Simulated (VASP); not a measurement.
Wanted: the native input for a VASP 6.6.1 run.

| Quantity | Value |
| --- | --- |
| Task | G0W0 quasiparticle levels |
| Functional | r2SCAN |
| Potentials or basis | VASP PAW PBE potentials, release 64 (Si_GW) |
| Cutoff | 500 eV |
| k mesh | 6 × 6 × 2 |
| Occupations | gaussian, width 0.01 eV |
| Spin | no spin polarisation |
| Dipole correction | no |
| GW scheme | G0W0 |
| GW iterations | 1 |
| Cutoff of the response function | 180 |
| Frequency points | 48 |
| Empty bands | 442 |
| Further INCAR settings | ALGO = EVGW0; EDIFF = 1e-08; NBANDS = 450 |

Crystal: Si.

```
Si
1.0
     3.83213    0.00000    0.00000
    -1.91606    3.31872    0.00000
     0.00000    0.00000    6.34122
Si
4
Direct
  0.33333 0.66667 0.00056
  0.66667 0.33333 0.50056
  0.33333 0.66667 0.37444
  0.66667 0.33333 0.87444
```

This isn't the form of Si at room conditions, which is diamond.

One way to write it, as run:

POSCAR

```
Si
1.0
    3.8321295590      0.0000000000      0.0000000000
   -1.9160647795      3.3187215487      0.0000000000
    0.0000000000      0.0000000000      6.3412168605
Si
4
Direct
    0.3333333333      0.6666666667      0.0005609409
    0.6666666667      0.3333333333      0.5005609409
    0.3333333333      0.6666666667      0.3744390591
    0.6666666667      0.3333333333      0.8744390591
```

INCAR.step1

```
PREC = Accurate
ENCUT = 500
EDIFF = 1E-8
ISMEAR = 0
SIGMA = 0.01
LREAL = False
LASPH = True
NELM = 80
ALGO = Normal
LWAVE = True
LCHARG = False
METAGGA = R2SCAN
LMIXTAU = True
```

INCAR.step2

```
PREC = Accurate
ENCUT = 500
EDIFF = 1E-8
ISMEAR = 0
SIGMA = 0.01
LREAL = False
LASPH = True
NELM = 1
ALGO = Exact
LWAVE = True
LCHARG = False
METAGGA = R2SCAN
LMIXTAU = True
NBANDS = 450
LOPTICS = True
ISTART = 1
```

INCAR.step3

```
PREC = Accurate
ENCUT = 500
EDIFF = 1E-8
ISMEAR = 0
SIGMA = 0.01
LREAL = False
LASPH = True
ALGO = EVGW0
LWAVE = False
LCHARG = False
METAGGA = R2SCAN
LMIXTAU = True
NELMGW = 1
NBANDS = 450
ENCUTGW = 180.0
NOMEGA = 48
PRECFOCK = Fast
ISTART = 1
NBANDSGW = 16
```

KPOINTS

```
regular mesh
0
Gamma
  6 6 2
```

Potentials or basis: VASP PAW PBE potentials, release 64 (Si_GW).

Run with:

```console
$ cat potpaw_PBE.64/Si_GW/POTCAR > POTCAR
$ cp INCAR.step1 INCAR
$ mpirun -np 1 vasp_std > vasp.out
$ cp INCAR.step2 INCAR
$ mpirun -np 1 vasp_std > vasp.out
$ cp INCAR.step3 INCAR
$ mpirun -np 1 vasp_std > vasp.out
```

It gave:

The quasiparticle gap is 1.07 eV and the least direct quasiparticle gap is 1.81 eV. The band gap of the starting levels on the mesh is 0.62 eV. The least direct gap of the starting levels on the mesh is 1.36 eV.

Caveat: the k points lie up to 0.50 Å⁻¹ apart; bands, screening cutoff and mesh are small and nothing is extrapolated, so the quasiparticle values aren't converged.

Wall time 54 min on 1 thread of Intel(R) Xeon(R) Platinum 8259CL CPU @ 2.50GHz (Skylake/Cascade Lake), with other jobs on the host, peak memory 1.7 GiB.
